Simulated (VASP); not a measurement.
# Sn3GeO4 (Cm) in VASP: a series of runs

Runs on Sn3GeO4. Level: PBE. Tasks: single point.

Program: VASP 6.6.1. These are calculated values, not measurements. Logs are shortened: lines on timing, memory, paths and dates and some standing lists are left out, and cuts for length are marked.

**1. The cell of the first run**

It takes space group Cm (No. 8, monoclinic). The conventional cell has a = 5.433 Å, b = 5.417 Å, c = 9.876 Å, α = 90.00°, β = 90.58°, γ = 90.00°. Within 3.0 Å of Sn (site symmetry m) lie 4 O at 2.25 Å. Sn (site symmetry m) has 4 O at 2.23 to 2.26 Å within 2.9 Å. Within 3.0 Å of Sn (site symmetry m) lie 4 O at 2.25 Å. Within 2.6 Å of Ge (site symmetry m) lie 4 O at 1.97 to 2.38 Å. O (site symmetry 1) has 2 Ge at 1.97 to 2.38 Å and 2 Sn at 2.23 to 2.26 Å within 2.6 Å. O (site symmetry 1) has 4 Sn at 2.25 Å and 4 O at 2.71 to 2.72 Å within 3.0 Å.

**2. Single point, PBE**

The input, INCAR:

```
SYSTEM = Sn3GeO4
ALGO = Normal
EDIFF = 1E-7
ENCUT = 520
GGA = PE
ISIF = 2
ISMEAR = 0
LASPH = .TRUE.
LCHARG = .FALSE.
LREAL = .FALSE.
LWAVE = .FALSE.
NBANDS = 50
NELM = 80
PREC = Accurate
SIGMA = 0.1
```

The input, KPOINTS:

```
k-points
0
G
  4 4 2
  0 0 0
```

The input, POSCAR:

```
Sn3GeO4
1.0
    2.7162677000     -2.7086529000      0.0000000000
    2.7162677000      2.7086529000      0.0000000000
   -0.0998158000      0.0000000000      9.8755503000
Sn Ge O
3 1 4
Direct
    0.2567350000      0.2567350000      0.8740750000
    0.2500450000      0.2500450000      0.3582300000
    0.7521810000      0.7521810000      0.6366740000
    0.7086680000      0.7086680000      0.1395410000
    0.2706330000      0.7535850000      0.2405900000
    0.7542680000      0.2538830000      0.7551500000
    0.2538830000      0.7542680000      0.7551500000
    0.7535850000      0.2706330000      0.2405900000
```

Potentials or basis: VASP PAW PBE potentials, release 64 (Sn_d, Ge_d, O).

Started as:

```bash
cat potpaw_PBE.64/Sn_d/POTCAR potpaw_PBE.64/Ge_d/POTCAR potpaw_PBE.64/O/POTCAR > POTCAR
mpirun -np 1 vasp_std > vasp.out
```

OUTCAR:

```text
SYSTEM = Sn3GeO4
   EDIFF = 1E-7
   ENCUT = 520
   GGA = PE
   ISIF = 2
   ISMEAR = 0
   LASPH = .TRUE.
   LREAL = .FALSE.
   NELM = 80
   PREC = Accurate

 ion  position               nearest neighbor table
   1  0.257  0.257  0.874-   6 2.25   7 2.25   7 2.25   6 2.25   3 3.58   3 3.58   3 3.59   3 3.59

   2  0.250  0.250  0.358-   5 2.23   8 2.23   8 2.26   5 2.26   4 3.31
   3  0.752  0.752  0.637-   7 2.25   6 2.25   6 2.25   7 2.25   1 3.58   1 3.58   1 3.59   1 3.59

   4  0.709  0.709  0.140-   5 1.97   8 1.97   5 2.38   8 2.38   2 3.31
   5  0.271  0.754  0.241-   4 1.97   2 2.23   2 2.26   4 2.38
   6  0.754  0.254  0.755-   3 2.25   1 2.25   3 2.25   1 2.25
   7  0.254  0.754  0.755-   3 2.25   1 2.25   3 2.25   1 2.25
   8  0.754  0.271  0.241-   4 1.97   2 2.23   2 2.26   4 2.38

  LATTYP: Found a base centered monoclinic cell.
 ALAT       =     5.4325354000
 B/A-ratio  =     0.9971965944
 C/A-ratio  =     1.8179457652
 COS(beta)  =    -0.0101068496

  Lattice vectors:

 A1 = (   2.7162677000,  -2.7086529000,   0.0000000000)
 A2 = (   2.7162677000,   2.7086529000,   0.0000000000)
 A3 = (  -0.0998158000,   0.0000000000,   9.8755503000)

Analysis of symmetry for initial positions (statically):
=====================================================================
 Subroutine PRICEL returns:
 Original cell was already a primitive cell.

 Routine SETGRP: Setting up the symmetry group for a
 base centered monoclinic supercell.

 Subroutine GETGRP returns: Found  2 space group operations
 (whereof  2 operations were pure point group operations)
 out of a pool of  4 trial point group operations.

The static configuration has the point symmetry C_1h.

Analysis of symmetry for dynamics (positions and initial velocities):
=====================================================================
 Subroutine PRICEL returns:
 Original cell was already a primitive cell.

 Routine SETGRP: Setting up the symmetry group for a
 base centered monoclinic supercell.

 Subroutine GETGRP returns: Found  2 space group operations
 (whereof  2 operations were pure point group operations)
 out of a pool of  4 trial point group operations.

The dynamic configuration has the point symmetry C_1h.

 Subroutine INISYM returns: Found  2 space group operations
 (whereof  2 operations are pure point group operations),
 and found     1 'primitive' translations

----------------------------------------------------------------------------------------

                                     Primitive cell

  volume of cell :     145.3173

  direct lattice vectors                    reciprocal lattice vectors
     2.716267700 -2.708652900  0.000000000     0.184076113 -0.184593604  0.001860525
     2.716267700  2.708652900  0.000000000     0.184076113  0.184593604  0.001860525
    -0.099815800  0.000000000  9.875550300     0.000000000  0.000000000  0.101260180

  length of vectors
     3.836001923  3.836001923  9.876054725     0.260695753  0.260695753  0.101260180

  position of ions in fractional coordinates (direct lattice)
     0.256735000  0.256735000  0.874075000
     0.250045000  0.250045000  0.358230000
     0.752181000  0.752181000  0.636674000
     0.708668000  0.708668000  0.139541000
     0.270633000  0.753585000  0.240590000
     0.754268000  0.253883000  0.755150000
     0.253883000  0.754268000  0.755150000
     0.753585000  0.270633000  0.240590000

  ion indices of the primitive-cell ions
   primitive index   ion index
                 1           1
                 2           2
                 3           3
                 4           4
                 5           5
                 6           6
                 7           7
                 8           8

----------------------------------------------------------------------------------------

 KPOINTS: k-points

Automatic generation of k-mesh.
 Grid dimensions read from file:
 generate k-points for:    4    4    2

 Generating k-lattice:

  Cartesian coordinates                     Fractional coordinates (reciprocal lattice)
     0.046019028 -0.046148401  0.000465131     0.250000000 -0.000000000  0.000000000
     0.046019028  0.046148401  0.000465131    -0.000000000  0.250000000  0.000000000
     0.000000000  0.000000000  0.050630090     0.000000000  0.000000000  0.500000000

  Length of vectors
     0.065173938  0.065173938  0.050630090

  Shift w.r.t. Gamma in fractional coordinates (k-lattice)
     0.000000000  0.000000000  0.000000000

 Subroutine IBZKPT returns following result:
 ===========================================

 Found     14 irreducible k-points:

 Following reciprocal coordinates:
            Coordinates               Weight
  0.000000  0.000000  0.000000      1.000000
  0.250000 -0.000000  0.000000      4.000000
  0.500000 -0.000000  0.000000      2.000000
  0.250000  0.250000  0.000000      2.000000
  0.500000  0.250000  0.000000      4.000000
 -0.250000  0.250000  0.000000      2.000000
  0.500000  0.500000  0.000000      1.000000
  0.000000  0.000000  0.500000      1.000000
  0.250000 -0.000000  0.500000      4.000000
  0.500000 -0.000000  0.500000      2.000000
  0.250000  0.250000  0.500000      2.000000
  0.500000  0.250000  0.500000      4.000000
 -0.250000  0.250000  0.500000      2.000000
  0.500000  0.500000  0.500000      1.000000
   k-points           NKPTS =     14   k-points in BZ     NKDIM =     14   number of bands    NBANDS=     50
   number of dos      NEDOS =    301   number of ions     NIONS =      8
   total plane-waves  NPLWV =  72000
   dimension x,y,z NGX =    30 NGY =   30 NGZ =   80
   dimension x,y,z NGXF=    60 NGYF=   60 NGZF=  160
   ions per type =               3   1   4
   NGX,Y,Z   is equivalent  to a cutoff of  13.00, 13.00, 13.47 a.u.
   NGXF,Y,Z  is equivalent  to a cutoff of  26.00, 26.00, 26.93 a.u.
 SYSTEM =  Sn3GeO4
   PREC   = accura    normal or accurate (medium, high low for compatibility)
   ISTART =      0    job   : 0-new  1-cont  2-samecut
   ICHARG =      2    charge: 1-file 2-atom 10-const
   ISPIN  =      1    spin polarized calculation?
   LNONCOLLINEAR =      F non collinear calculations
   LSORBIT =      F    spin-orbit coupling
   LASPH  =      T    aspherical Exc in radial PAW
   ENCUT  =  520.0 eV  38.22 Ry    6.18 a.u.   7.13  7.13 18.36*2*pi/ulx,y,z
   NELM   =     80;   NELMIN=  2; NELMDL= -5     # of ELM steps
   EDIFF  = 0.1E-06   stopping-criterion for ELM
   LREAL  =      F    real-space projection
   EDIFFG = 0.1E-05   stopping-criterion for IOM
   NSW    =      0    number of steps for IOM
   IBRION =     -1    ionic relax: 0-MD 1-quasi-New 2-CG
   NFREE  =      0    steps in history (QN), initial steepest desc. (CG)
   ISIF   =      2    stress and relaxation
   ISYM   =      2    0-nonsym 1-usesym 2-fastsym
   POTIM  = 0.5000    time-step for ionic-motion
   TEBEG  =    0.0;   TEEND  =   0.0 temperature during run
   PSTRESS=    0.0 pullay stress
   NELECT =      80.0000    total number of electrons
   NUPDOWN=      -1.0000    fix difference up-down
   EMIN   =  10.00;   EMAX   =-10.00  energy-range for DOS
   EFERMI =   0.00;   METHOD = LEGACY
   ISMEAR =     0;   SIGMA  =   0.10  broadening in eV -4-tet -1-fermi 0-gaus
   EFERMI_NEDOS =   21; number of points for ismear=-14 and -15
   IALGO  =     38    algorithm
   IMIX   =      4    mixing-type and parameters
     AMIX     =   0.40;   BMIX     =  1.00
     AMIX_MAG =   1.60;   BMIX_MAG =  1.00
  volume/ion in A,a.u.               =      18.16       122.58
  Fermi-wavevector in a.u.,A,eV,Ry     =   1.341732  2.535506 24.493814  1.800245
  Thomas-Fermi vector in A             =   2.469942
   LORBIT       =      0    0 simple, 1 ext, 2 COOP (PROOUT), +10 PAW based schemes
   GGA     = PE    functional components
   LHFCALC =     F    Hartree Fock is set to
   AEXX    =    0.0000 exact exchange contribution
   IVDW    =     0    specifies the selected vdW correction
   LEPSILON=     F    determine dielectric tensor
   LRPA    =     F    only Hartree local field effects (RPA)
 non-spin polarized calculation
 Gauss-broadening in eV      SIGMA  =   0.10
  energy-cutoff  :      520.00
  volume of cell :      145.32
 maximum number of plane-waves:      3948
 NGX is ok and might be reduce to    30
   NGX = 15   NGY = 15   NGZ = 37

 number of electron      80.0000008 magnetization

 Free energy of the ion-electron system (eV)
  ---------------------------------------------------
  ext. energy  EPLUGINS =         0.00000000
  ---------------------------------------------------
  free energy    TOTEN  =       -45.60619418 eV

  energy without entropy =      -45.60619418  energy(sigma->0) =      -45.60619418

 E-fermi :   5.8244     XC(G=0):  -9.8716

 val. band max:        5.3588181756   @ k =   0.0000   0.0000   0.0000
 cond. band min:       6.3502210438   @ k =   0.5000   0.5000   0.0000
 fundamental gap:      0.9914028682
 Fermi energy:         5.8243877399

 k-point     1 :       0.0000    0.0000    0.0000
  band No.  band energies     occupation
      1     -19.0911      2.00000
      2     -19.0828      2.00000
      3     -19.0164      2.00000
      4     -19.0040      2.00000
      5     -18.9415      2.00000
      6     -16.0233      2.00000
[... 42 lines left out ...]
     49      11.2446      0.00000
     50      11.3122      0.00000

 k-point     2 :       0.2500   -0.0000    0.0000
  band No.  band energies     occupation
      1     -19.0900      2.00000
      2     -19.0784      2.00000
      3     -19.0209      2.00000
      4     -19.0031      2.00000
      5     -18.9423      2.00000
      6     -15.9968      2.00000
[... 42 lines left out ...]
     49      11.4756      0.00000
     50      11.6389      0.00000

 k-point     3 :       0.5000   -0.0000    0.0000
  band No.  band energies     occupation
      1     -19.0915      2.00000
      2     -19.0711      2.00000
      3     -19.0257      2.00000
      4     -19.0023      2.00000
      5     -18.9428      2.00000
      6     -15.9136      2.00000
[... 572 lines left out ...]
     49      11.6920      0.00000
     50      11.9364      0.00000

 k-point    14 :       0.5000    0.5000    0.5000
  band No.  band energies     occupation
      1     -19.0972      2.00000
      2     -19.0519      2.00000
      3     -19.0323      2.00000
      4     -19.0026      2.00000
      5     -18.9451      2.00000
      6     -15.9626      2.00000
[... 42 lines left out ...]
     49      11.2803      0.00000
     50      11.4426      0.00000

------------------------ aborting loop because EDIFF is reached ----------------------------------------

  FORCE on cell =-STRESS in cart. coord.  units (eV):
  Direction    XX          YY          ZZ          XY          YZ          ZX
  --------------------------------------------------------------------------------------
  -------------------------------------------------------------------------------------
  Total        0.1966565      0.2115357      0.2334557      0.0000000      0.0000000     -0.0345030
  in kB        2.1682115      2.3322603      2.5739362      0.0000000      0.0000000     -0.3804085
  external PRESSURE =       2.3581360 kB  Pullay stress =       0.0000000 kB

 VOLUME and BASIS-vectors are now :
 -----------------------------------------------------------------------------
  energy-cutoff  :      520.00
  volume of cell :      145.32
      direct lattice vectors                 reciprocal lattice vectors
     2.716267700 -2.708652900  0.000000000     0.184076113 -0.184593604  0.001860525
     2.716267700  2.708652900  0.000000000     0.184076113  0.184593604  0.001860525
    -0.099815800  0.000000000  9.875550300     0.000000000  0.000000000  0.101260180

 POSITION                                       TOTAL-FORCE (eV/Angst)
 -----------------------------------------------------------------------------------
      1.30748      0.00000      8.63197         0.004043      0.000000      0.070716
      1.32262      0.00000      3.53772        -0.002363      0.000000      0.066671
      4.02270      0.00000      6.28751        -0.001652      0.000000     -0.068995
      3.83594      0.00000      1.37804         0.018352      0.000000     -0.065886
      2.75804      1.30815      2.37596        -0.009293      0.005683     -0.001114
      2.66303     -1.35537      7.45752         0.000104      0.001338     -0.000140
      2.66303      1.35537      7.45752         0.000104     -0.001338     -0.000140
      2.75804     -1.30815      2.37596        -0.009293     -0.005683     -0.001114
 -----------------------------------------------------------------------------------
    total drift:                               -0.001643     -0.000000     -0.000097

  FREE ENERGIE OF THE ION-ELECTRON SYSTEM (eV)
  ---------------------------------------------------
  free  energy   TOTEN  =       -45.6061941805 eV

  energy  without entropy=      -45.6061941805  energy(sigma->0) =      -45.60619418
```

Run time: 62 s. Hardware: 1 thread of Intel Xeon 6975P-C (Granite Rapids), shared host; peak memory 0.31 GiB.

What came out:

```
Free energy            : -45.6062 eV
Pressure               : 0.2 GPa
Largest force          : 0.071 eV/Å
Band gap on the k mesh : 0.99 eV, indirect (least direct gap 1.68 eV)
```

Forces on the atoms (eV/Å):
```
Sn   0.004  0.000  0.071
Sn  -0.002  0.000  0.067
Sn  -0.002  0.000 -0.069
Ge   0.018  0.000 -0.066
O   -0.009  0.006 -0.001
O    0.000  0.001  0.000
O    0.000 -0.001  0.000
O   -0.009 -0.006 -0.001
```

Caveat: spin-orbit coupling is left out, which moves the levels of the heavy elements.

**3. Single point, PBE**

The input, INCAR:

```
ALGO = Normal ; EDIFF = 1E-6
ENCUT = 520 ; GGA = PE
ISIF = 2 ; ISMEAR = 0
LASPH = T ; LCHARG = T
LELF = T ; LREAL = F
LVHAR = T ; LWAVE = F
NBANDS = 50 ; NELM = 60
PREC = Accurate ; SIGMA = 0.1
```

The input, KPOINTS:

```
k-points
0
Gamma
  4 4 2
```

The input, POSCAR:

```
Sn3GeO4
1.0
   -2.7162677000      2.7086529000      0.0000000000
   -2.7162677000     -2.7086529000      0.0000000000
   -0.0998158000      0.0000000000      9.8755503000
Sn Ge O
3 1 4
Direct
    0.7432650000      0.7432650000      0.8740750000
    0.7499550000      0.7499550000      0.3582300000
    0.2478190000      0.2478190000      0.6366740000
    0.2913320000      0.2913320000      0.1395410000
    0.7293670000      0.2464150000      0.2405900000
    0.2457320000      0.7461170000      0.7551500000
    0.7461170000      0.2457320000      0.7551500000
    0.2464150000      0.7293670000      0.2405900000
```

Potentials or basis: VASP PAW PBE potentials, release 64 (Sn_d, Ge_d, O).

Started as:

```bash
cat potpaw_PBE.64/Sn_d/POTCAR potpaw_PBE.64/Ge_d/POTCAR potpaw_PBE.64/O/POTCAR > POTCAR
mpirun -np 1 vasp_std > vasp.out
```

It took 66 s on 1 thread of Intel Xeon 6975P-C (Granite Rapids), shared host; peak memory 0.3 GiB.

Results (log left out):

- Free energy: -45.6062 eV
- Pressure: 0.2 GPa
- Largest force: 0.071 eV/Å
- Band gap on the k mesh: 0.99 eV, indirect (least direct gap 1.68 eV)

Forces in eV/Å, atoms in the order of the input:
```
Sn   0.004  0.000  0.071
Sn  -0.002  0.000  0.067
Sn  -0.002  0.000 -0.069
Ge   0.018  0.000 -0.066
O   -0.009  0.006 -0.001
O    0.000  0.001  0.000
O    0.000 -0.001  0.000
O   -0.009 -0.006 -0.001
```

Levels at points of the mesh, in eV from the valence-band top:
```csv
k point,band 37,band 38,band 39,band 40,band 41,band 42,band 43,band 44
"(0.00, 0.00, 0.00)",-2.46,-2.37,-1.46,0.00,1.72,2.45,3.61,3.75
"(0.50, 0.00, 0.00)",-2.10,-1.85,-1.19,-1.07,2.74,3.03,3.15,3.77
"(0.50, 0.50, 0.00)",-1.85,-1.82,-1.53,-1.28,0.99,1.00,3.09,3.21
"(0.00, 0.00, 0.50)",-2.46,-2.37,-0.73,-0.12,1.55,2.23,3.88,4.22
"(0.50, 0.00, 0.50)",-1.72,-1.58,-1.52,-1.29,2.76,3.11,3.16,3.66
"(0.50, 0.50, 0.50)",-1.82,-1.75,-1.69,-1.60,1.62,1.65,1.87,1.92
```

Caveat: spin-orbit coupling is left out, which moves the levels of the heavy elements.
